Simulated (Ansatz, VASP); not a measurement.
**Two plane-wave programs on WSe2**

```
W Se
1.0
     3.32099    0.00000    0.00000
    -1.66049    2.87606    0.00000
     0.00000    0.00000   15.04384
W Se
2 4
Direct
  0.66667 0.33333 0.75000
  0.33333 0.66667 0.25000
  0.33333 0.66667 0.86154
  0.66667 0.33333 0.36154
  0.33333 0.66667 0.63846
  0.66667 0.33333 0.13846
```

Alike in both runs: functional PBE; k mesh 12 × 12 × 2; occupations gaussian, width 0.02 eV; no spin polarisation.

Ansatz relaxed the structure, and its values are those at the end. VASP's run is a single point on that final structure, the one shown.

```csv
,VASP,Ansatz
version,VASP 6.6.1,Ansatz 0.2.0
potentials or method,"VASP PAW PBE potentials, release 64 (W_sv, Se), cutoff 500 eV","scalar-relativistic, plane waves, PAW"
valence electrons in the cell,52,92
```

```csv
,VASP,Ansatz,Ansatz less VASP
gap on the k mesh at the Fermi level (eV),1.46,1.46,-0.001
least direct gap on the mesh (eV),1.52,1.52,+0.003
pressure (GPa),0.3,0.0,-0.24
rms of the force components (eV/Å),0.021,0.001,-0.0208
```

VASP's potentials hold 52 valence electrons a cell and Ansatz's 92, so a difference there can come from the potentials and not from the codes.

Spin-orbit coupling is off throughout.
